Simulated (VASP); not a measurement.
**MoS2: relaxation of the atoms with PBE+D3(BJ)**

MoS2, a slab with vacuum:

```
CELL_PARAMETERS angstrom
3.17698 0.00000 0.00000
-1.58849 2.75134 0.00000
0.00000 0.00000 44.35287
ATOMIC_POSITIONS crystal
S 0.33333 0.66667 0.39638
S 0.33333 0.66667 0.46703
S 0.66667 0.33333 0.53297
S 0.66667 0.33333 0.60362
Mo 0.66667 0.33333 0.43172
Mo 0.33333 0.66667 0.56828
```

This cell differs from its parent crystal: equal strain along x and y +0.008.

| Item | Value |
| --- | --- |
| Program | VASP 6.6.1 |
| Task | relaxation of the atoms |
| Functional | PBE |
| Dispersion | D3(BJ) |
| Potentials or basis | VASP PAW PBE potentials, release 64 (S, Mo_sv) |
| Cutoff | 520 eV |
| k mesh | 12 × 12 × 1 |
| Occupations | gaussian, width 0.02 eV |
| Spin | no spin polarisation |
| Dipole correction | yes |
| Further INCAR settings | ALGO = Normal; EDIFF = 1e-07; IBRION = 2; EDIFFG = -0.003; NSW = 60 |

```yaml
Energy_gained_by_relaxing: 0.5 meV/atom
Ionic_steps: 3
Band_gap_on_the_k_mesh: 1.13 eV (least direct gap 1.66 eV)
Dispersion_energy_per_atom: -0.370 eV
```

Forces in eV/Å, atoms in the order of the input:
```
S    0.000  0.000  0.002
S    0.000  0.000  0.002
S    0.000  0.000 -0.002
S    0.000  0.000 -0.002
Mo   0.000  0.000  0.002
Mo   0.000  0.000 -0.002
```

Step by step:
```tsv
step	energy change (eV)	largest force (eV/Å)	pressure (GPa)
1	0.0000	0.1693	-0.66
2	-0.0030	0.0164	-0.44
3	-0.0030	0.0022	-0.42
```

Final structure:
```
S Mo
1.0
     3.17698    0.00000    0.00000
    -1.58849    2.75134    0.00000
     0.00000    0.00000   44.35287
S Mo
4 2
Cartesian
  0.0000 1.8342 17.5895
  0.0000 1.8342 20.7053
  1.5885 0.9171 23.6476
  1.5885 0.9171 26.7633
  1.5885 0.9171 19.1482
  0.0000 1.8342 25.2047
```

Levels at points of the mesh, in eV from the valence-band top:
```
           k point  band 22  band 23  band 24  band 25  band 26  band 27  band 28  band 29  band 30  band 31
(0.00, 0.00, 0.00)    -2.05    -2.05    -1.75    -0.72     0.00     2.21     2.21     2.23     2.23     2.44
(0.50, 0.00, 0.00)    -2.37    -1.59    -1.47    -1.23    -1.15     1.70     1.73     2.17     2.31     3.15
```

Wall time 3.8 min on 2 MPI ranks on AMD EPYC 9R14 (Zen 4), on a shared host, peak memory 0.58 GiB a rank.

Caveat: the cell differs from its parent crystal (equal strain along x and y +0.008).
